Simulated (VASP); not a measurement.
Wanted: the native input for a VASP 6.6.1 run.

```yaml
Task: single point
Functional: PBE
Potentials_or_basis: VASP PAW PBE potentials, release 64 (K_sv, F)
Cutoff: 520 eV
k_mesh: 8 × 8 × 8
Occupations: gaussian, width 0.05 eV
Spin: no spin polarisation
Dipole_correction: no
Further_INCAR_settings: ALGO = Normal; EDIFF = 1e-07; NBANDS = 15
```

The structure of KF lies in POSCAR:

```
KF
1.0
    0.0000000000      2.5398250000      2.6735000000
    2.5398250000      0.0000000000      2.6735000000
    2.5398250000      2.5398250000      0.0000000000
K F
1 1
Direct
    0.0000000000      0.0000000000      0.0000000000
    0.5000000000      0.5000000000      0.5000000000
```

This cell differs from its parent crystal: strain -0.050 along x and y, +0.000 along z.

The input as run:

INCAR

```
  ALGO = Normal
  EDIFF = 1E-7
  ENCUT = 520
  GGA = PE
  ISIF = 2
  ISMEAR = 0
  LASPH = T
  LCHARG = T
  LELF = T
  LREAL = F
  LVHAR = T
  LWAVE = F
  NBANDS = 15
  NELM = 100
  PREC = Accurate
  SIGMA = 0.05
```

KPOINTS

```
k-points
0
Gamma
  8 8 8
```

Potentials or basis: VASP PAW PBE potentials, release 64 (K_sv, F).

Command:

```sh
$ cat potpaw_PBE.64/K_sv/POTCAR potpaw_PBE.64/F/POTCAR > POTCAR
$ mpirun -np 1 vasp_std > vasp.out
```

It gave:

The pressure is 6.4 GPa and the band gap on the k mesh is 6.67 eV, direct.

Caveat: the cell differs from its parent crystal (strain -0.050 along x and y, +0.000 along z).

Wall time 23 s on 1 thread of Intel(R) Xeon(R) Platinum 8488C (Sapphire Rapids), with other jobs on the host, peak memory 0.17 GiB.
